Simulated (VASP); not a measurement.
# SnSe in VASP: single point with r2SCAN

Aim: the single point of SnSe with r2SCAN.

All numbers are computed with VASP 6.6.1; they aren't measurements. Logs are shortened: lines on timing, memory, paths and dates and some standing lists are left out, and cuts for length are marked.

## 1. The cell of the first run

The cell holds a slab with vacuum, 4 atoms: a = 4.285 Å, b = 4.285 Å, c = 10.991 Å, α = 89.57°, β = 90.00°, γ = 90.00°.

## 2. Single point, r2SCAN (strain +0.0075 x Voigt [0, 0, 0, 1, 0, 0])

POSCAR reads:

```
SnSe
1.0
    4.2853274191      0.0000000000      0.0000000000
    0.0000000000      4.2853274191      0.0160699778
    0.0000000000      0.0412150955     10.9906921300
Sn Se
2 2
Direct
    0.5000000000      0.0000000000      0.3722291100
    0.0000000000      0.5000000000      0.6277708900
    0.5000000000      0.0000000000      0.6160394900
    0.0000000000      0.5000000000      0.3839605100
```

INCAR.step1 reads:

```
  ALGO = Normal
  EDIFF = 1E-4
  ENCUT = 520
  GGA = PE
  ISMEAR = 0
  LASPH = True
  LCHARG = False
  LREAL = False
  LWAVE = True
  NBANDS = 28
  NELM = 80
  PREC = Accurate
  SIGMA = 0.05
```

INCAR.step2 reads:

```
  ALGO = Normal
  EDIFF = 1E-6
  ENCUT = 520
  ISIF = 2
  ISMEAR = 0
  ISTART = 1
  LASPH = True
  LCHARG = False
  LMIXTAU = True
  LREAL = False
  LWAVE = False
  METAGGA = R2SCAN
  NBANDS = 28
  NELM = 80
  PREC = Accurate
  SIGMA = 0.05
```

KPOINTS reads:

```
k-points
0
Gamma
  6 6 4
```

Potentials or basis: VASP PAW PBE potentials, release 64 (Sn_d, Se).

Command:

```bash
$ cat potpaw_PBE.64/Sn_d/POTCAR potpaw_PBE.64/Se/POTCAR > POTCAR
$ cp INCAR.step1 INCAR
$ mpirun -np 1 vasp_std > vasp.out
$ cp INCAR.step2 INCAR
$ mpirun -np 1 vasp_std > vasp.out
```

OUTCAR:

```text
EDIFF = 1E-6
   ENCUT = 520
   ISIF = 2
   ISMEAR = 0
   ISTART = 1
   LASPH = True
   LREAL = False
   METAGGA = R2SCAN
   NELM = 80
   PREC = Accurate

 ion  position               nearest neighbor table
   1  0.500  0.000  0.372-   3 2.68   4 3.03   4 3.03   4 3.03   4 3.03
   2  0.000  0.500  0.628-   4 2.68   3 3.03   3 3.03   3 3.03   3 3.03
   3  0.500  0.000  0.616-   1 2.68   2 3.03   2 3.03   2 3.03   2 3.03
   4  0.000  0.500  0.384-   2 2.68   1 3.03   1 3.03   1 3.03   1 3.03

  LATTYP: Found a simple monoclinic cell.
 ALAT       =     4.2853575502
 B/A-ratio  =     0.9999929688
 C/A-ratio  =     2.5647263453
 COS(beta)  =    -0.0074998945

  Lattice vectors:

 A1 = (   0.0000000000,   4.2853274191,   0.0160699778)
 A2 = (   4.2853274191,   0.0000000000,   0.0000000000)
 A3 = (   0.0000000000,  -0.0412150955, -10.9906921300)

Analysis of symmetry for initial positions (statically):
=====================================================================
 Subroutine PRICEL returns:
 Original cell was already a primitive cell.

 Routine SETGRP: Setting up the symmetry group for a
 simple monoclinic supercell.

 Subroutine GETGRP returns: Found  4 space group operations
 (whereof  2 operations were pure point group operations)
 out of a pool of  4 trial point group operations.

The static configuration has the point symmetry C_1h.
 The point group associated with its full space group is C_2h.

Analysis of symmetry for dynamics (positions and initial velocities):
=====================================================================
 Subroutine PRICEL returns:
 Original cell was already a primitive cell.

 Routine SETGRP: Setting up the symmetry group for a
 simple monoclinic supercell.

 Subroutine GETGRP returns: Found  4 space group operations
 (whereof  2 operations were pure point group operations)
 out of a pool of  4 trial point group operations.

The dynamic configuration has the point symmetry C_1h.
 The point group associated with its full space group is C_2h.

 Subroutine INISYM returns: Found  4 space group operations
 (whereof  2 operations are pure point group operations),
 and found     1 'primitive' translations

----------------------------------------------------------------------------------------

[... 93 lines left out ...]
   LASPH  =      T    aspherical Exc in radial PAW
   ENCUT  =  520.0 eV  38.22 Ry    6.18 a.u.   7.97  7.97 20.44*2*pi/ulx,y,z
   NELM   =     80;   NELMIN=  2; NELMDL=  0     # of ELM steps
   EDIFF  = 0.1E-05   stopping-criterion for ELM
   LREAL  =      F    real-space projection
   EDIFFG = 0.1E-04   stopping-criterion for IOM
   NSW    =      0    number of steps for IOM
   IBRION =     -1    ionic relax: 0-MD 1-quasi-New 2-CG
   NFREE  =      0    steps in history (QN), initial steepest desc. (CG)
   ISIF   =      2    stress and relaxation
   ISYM   =      2    0-nonsym 1-usesym 2-fastsym
   POTIM  = 0.5000    time-step for ionic-motion
   TEBEG  =    0.0;   TEEND  =   0.0 temperature during run
   PSTRESS=    0.0 pullay stress
   NELECT =      40.0000    total number of electrons
   NUPDOWN=      -1.0000    fix difference up-down
   EMIN   =  10.00;   EMAX   =-10.00  energy-range for DOS
   EFERMI =   0.00;   METHOD = LEGACY
   ISMEAR =     0;   SIGMA  =   0.05  broadening in eV -4-tet -1-fermi 0-gaus
   EFERMI_NEDOS =   21; number of points for ismear=-14 and -15
   IALGO  =     38    algorithm
   IMIX   =      4    mixing-type and parameters
     AMIX     =   0.40;   BMIX     =  1.00
     AMIX_MAG =   1.60;   BMIX_MAG =  1.00
  volume/ion in A,a.u.               =      50.46       340.50
  Fermi-wavevector in a.u.,A,eV,Ry     =   0.954478  1.803702 12.395287  0.911028
  Thomas-Fermi vector in A             =   2.083228
   LORBIT       =      0    0 simple, 1 ext, 2 COOP (PROOUT), +10 PAW based schemes
   METAGGA = R2SCAN    functional components
   LHFCALC =     F    Hartree Fock is set to
   AEXX    =    0.0000 exact exchange contribution
   IVDW    =     0    specifies the selected vdW correction
   LEPSILON=     F    determine dielectric tensor
   LRPA    =     F    only Hartree local field effects (RPA)
 non-spin polarized calculation
 Gauss-broadening in eV      SIGMA  =   0.05
  energy-cutoff  :      520.00
  volume of cell :      201.83
 maximum number of plane-waves:      5476
 NGX is ok and might be reduce to    32
   NGX = 15   NGY = 15   NGZ = 41

 number of electron      40.0000021 magnetization

 Free energy of the ion-electron system (eV)
  ---------------------------------------------------
  ext. energy  EPLUGINS =         0.00000000
  ---------------------------------------------------
  free energy    TOTEN  =       -79.57188104 eV

  energy without entropy =      -79.57188104  energy(sigma->0) =      -79.57188104

 E-fermi :   0.7185     XC(G=0):  -6.2084

 val. band max:        0.4571432226   @ k =   0.3333   0.0000   0.5000
 cond. band min:       2.2282700376   @ k =   0.3333   0.0000   0.5000
 fundamental gap:      1.7711268150
 Fermi energy:         0.7184790014

 k-point     1 :       0.0000    0.0000    0.0000
  band No.  band energies     occupation
      1     -21.3182      2.00000
      2     -21.3137      2.00000
      3     -21.3128      2.00000
      4     -21.3066      2.00000
      5     -21.2927      2.00000
      6     -21.2606      2.00000
[... 733 lines left out ...]
     27       6.9271      0.00000
     28       6.9271      0.00000

 [... further k-points ...]

------------------------ aborting loop because EDIFF is reached ----------------------------------------

  FORCE on cell =-STRESS in cart. coord.  units (eV):
  Direction    XX          YY          ZZ          XY          YZ          ZX
  --------------------------------------------------------------------------------------
  -------------------------------------------------------------------------------------
  Total        0.0347215      0.0339981      0.0052467      0.0000000     -0.0744119      0.0000000
  in kB        0.2756268      0.2698850      0.0416492      0.0000000     -0.5906991      0.0000000
  external PRESSURE =       0.1957204 kB  Pullay stress =       0.0000000 kB

 VOLUME and BASIS-vectors are now :
 -----------------------------------------------------------------------------
  energy-cutoff  :      520.00
  volume of cell :      201.83
      direct lattice vectors                 reciprocal lattice vectors
     4.285327419  0.000000000  0.000000000     0.233354398  0.000000000  0.000000000
     0.000000000  4.285327419  0.016069978     0.000000000  0.233357680 -0.000875091
     0.000000000  0.041215095 10.990692130     0.000000000 -0.000341203  0.090987360

 POSITION                                       TOTAL-FORCE (eV/Angst)
 -----------------------------------------------------------------------------------
      2.14266      0.01534      4.09106         0.000000      0.003236     -0.016665
      0.00000      2.16854      6.90767         0.000000     -0.003236      0.016665
      2.14266      0.02539      6.77070         0.000000     -0.026137     -0.000130
      0.00000      2.15849      4.22803         0.000000      0.026137      0.000130
 -----------------------------------------------------------------------------------
    total drift:                                0.000000      0.000000     -0.000000

  FREE ENERGIE OF THE ION-ELECTRON SYSTEM (eV)
  ---------------------------------------------------
  free  energy   TOTEN  =       -79.5718810443 eV

  energy  without entropy=      -79.5718810443  energy(sigma->0) =      -79.57188104
```

OUTCAR.step1:

```text
EDIFF = 1E-4
   ENCUT = 520
   GGA = PE
   ISMEAR = 0
[... 978 lines left out ...]
      2.14266      0.01534      4.09106         0.000000      0.002262     -0.154024
      0.00000      2.16854      6.90767         0.000000     -0.002262      0.154024
      2.14266      0.02539      6.77070         0.000000     -0.022876      0.264923
      0.00000      2.15849      4.22803         0.000000      0.022876     -0.264923
 -----------------------------------------------------------------------------------
    total drift:                                0.000000      0.000000     -0.000000

  FREE ENERGIE OF THE ION-ELECTRON SYSTEM (eV)
  ---------------------------------------------------
  free  energy   TOTEN  =       -16.2486092409 eV

  energy  without entropy=      -16.2486092409  energy(sigma->0) =      -16.24860924
```

OSZICAR.step1:

```text
N       E                     dE             d eps       ncg     rms          rms(c)
DAV:   1     0.342436226606E+03    0.34244E+03   -0.18668E+04  3308   0.146E+03
DAV:   2     0.302979976838E+02   -0.31214E+03   -0.30338E+03  3352   0.358E+02
DAV:   3    -0.145944212879E+02   -0.44892E+02   -0.44155E+02  3928   0.143E+02
DAV:   4    -0.167071009883E+02   -0.21127E+01   -0.21026E+01  3716   0.329E+01
DAV:   5    -0.167662657927E+02   -0.59165E-01   -0.59147E-01  4180   0.583E+00    0.455E+00
DAV:   6    -0.162854605180E+02    0.48081E+00   -0.10741E+00  4320   0.525E+00    0.282E+00
DAV:   7    -0.162628636061E+02    0.22597E-01   -0.31537E-01  3816   0.221E+00    0.123E+00
DAV:   8    -0.162523182913E+02    0.10545E-01   -0.33316E-02  3584   0.119E+00    0.249E-01
DAV:   9    -0.162482930057E+02    0.40253E-02   -0.61029E-03  3740   0.463E-01    0.125E-01
DAV:  10    -0.162466621209E+02    0.16309E-02   -0.29304E-03  2916   0.203E-01    0.480E-02
DAV:  11    -0.162472771345E+02   -0.61501E-03   -0.13766E-03  2796   0.151E-01    0.595E-02
DAV:  12    -0.162484933882E+02   -0.12163E-02   -0.46033E-04  2672   0.112E-01    0.151E-02
DAV:  13    -0.162486053330E+02   -0.11194E-03   -0.61499E-05  2468   0.550E-02    0.125E-02
DAV:  14    -0.162486092409E+02   -0.39079E-05   -0.17854E-05  2396   0.352E-02
   1 F= -.16248609E+02 E0= -.16248609E+02  d E =-.217226E-11
```

Wall time 16 min (1 thread of Intel Xeon Platinum 8375C at 2.90GHz (Ice Lake), shared host); peak memory 0.49 GiB.

What came out:

```yaml
Free_energy: -79.5719 eV
Largest_force: 0.026 eV/Å
Band_gap_on_the_k_mesh: 1.77 eV
```

Forces in eV/Å, atoms in the order of the input:
```
Sn   0.000  0.003 -0.017
Sn   0.000 -0.003  0.017
Se   0.000 -0.026  0.000
Se   0.000  0.026  0.000
```

Levels at points of the mesh, in eV from the valence-band top:
| k point | band 18 | band 19 | band 20 | band 21 | band 22 | band 23 |
| --- | --- | --- | --- | --- | --- | --- |
| (0.00, 0.00, 0.00) | -1.81 | -1.81 | -0.30 | 1.91 | 4.19 | 4.23 |
| (0.50, 0.00, 0.00) | -1.63 | -0.14 | -0.14 | 1.84 | 1.84 | 2.32 |
| (0.00, 0.50, 0.00) | -1.62 | -0.14 | -0.13 | 1.83 | 1.84 | 2.31 |
| (0.50, 0.50, 0.00) | -3.32 | -1.77 | -1.77 | 4.02 | 4.02 | 5.18 |
| (0.00, 0.00, 0.50) | -1.81 | -1.81 | -0.30 | 1.77 | 4.23 | 4.77 |
| (0.50, 0.00, 0.50) | -1.63 | -0.14 | -0.14 | 1.84 | 1.84 | 2.32 |
| (0.00, 0.50, 0.50) | -1.62 | -0.14 | -0.13 | 1.84 | 1.84 | 2.31 |
| (0.50, 0.50, 0.50) | -3.32 | -1.77 | -1.77 | 3.98 | 3.98 | 5.24 |

Caveat: the cell differs from its parent crystal (strain +0.0075 x Voigt [0, 0, 0, 1, 0, 0]); there is no dipole correction, which matters where the two faces differ; the PAW data sets were made with another functional, which shifts forces and pressure a little; spin-orbit coupling is left out, which moves the levels of the heavy elements.
